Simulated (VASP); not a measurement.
A run of VASP 6.6.1:

File INCAR:

```
AGGAC = 1.0 ; AGGAX = 1.0
ALDAC = 0.0 ; ALDAX = 1.0
ALGO = Normal ; EDIFF = 1E-6
ENCUT = 520 ; GGA = B5
ISIF = 2 ; ISMEAR = 0
LASPH = T ; LCHARG = F
LREAL = F ; LWAVE = F
NBANDS = 16 ; NELM = 100
PREC = Accurate ; SIGMA = 0.05
```

The input KPOINTS:

```
k-points
0
Gamma
  10 10 10
```

The input POSCAR:

```
GaN
1.0
    0.0000000000      2.1772283265      2.1772283265
    2.1772283265      0.0000000000      2.1772283265
    2.1772283265      2.1772283265      0.0000000000
Ga N
1 1
Direct
    0.5000000000      0.5000000000      0.5000000000
    0.0000000000      0.0000000000      0.0000000000
```

Potentials or basis: VASP PAW PBE potentials, release 64 (Ga_d, N).

The run is started by

```sh
$ cat potpaw_PBE.64/Ga_d/POTCAR potpaw_PBE.64/N/POTCAR > POTCAR
$ mpirun -np 1 vasp_std > vasp.out
```

Hardware: 1 thread of Intel Xeon 8259CL, with other jobs on the host.

Q: Estimate the wall time of this run.

A: Wall time 34 s on 1 thread of Intel Xeon 8259CL, on a shared host, peak memory 0.14 GiB. Counts: scf iterations 13, k points 47.
